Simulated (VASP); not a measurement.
A run of VASP 6.6.1 is set up as follows.

Contents of INCAR:

```
SYSTEM = Al
PREC = Accurate ; ENCUT = 520
EDIFF = 1E-6 ; ISMEAR = 0
SIGMA = 0.1 ; LREAL = .False.
LASPH = .True. ; NELM = 100
ALGO = Fast ; ISIF = 2
LWAVE = .False. ; LCHARG = .False.
GGA = PE ; NBANDS = 14
```

File KPOINTS:

```
Automatic mesh
0
Gamma
  18 18 18
  0 0 0
```

File POSCAR:

```
Al
1.0
   -1.4019390061      2.7791385015      4.4660136087
    1.4019390061     -2.7791385015      4.4660136087
    1.4019390061      2.7791385015     -4.4660136087
Al
4
Direct
    0.7426575971      0.0000000000      0.7426575971
    0.2573424029      0.0000000000      0.2573424029
    0.2248464997      0.7248464997      0.5000000000
    0.7751535003      0.2751535003      0.5000000000
```

Potentials or basis: VASP PAW PBE potentials, release 64 (Al).

Command:

```sh
$ cat potpaw_PBE.64/Al/POTCAR > POTCAR
$ mpirun -np 1 vasp_std > vasp.out
```

(1) Predict the band gap on the k mesh.

(2) Predict the pressure.

Results:

(1) zero (bands 6 and 7 overlap by 5.26 eV).

(2) 0.0 GPa.
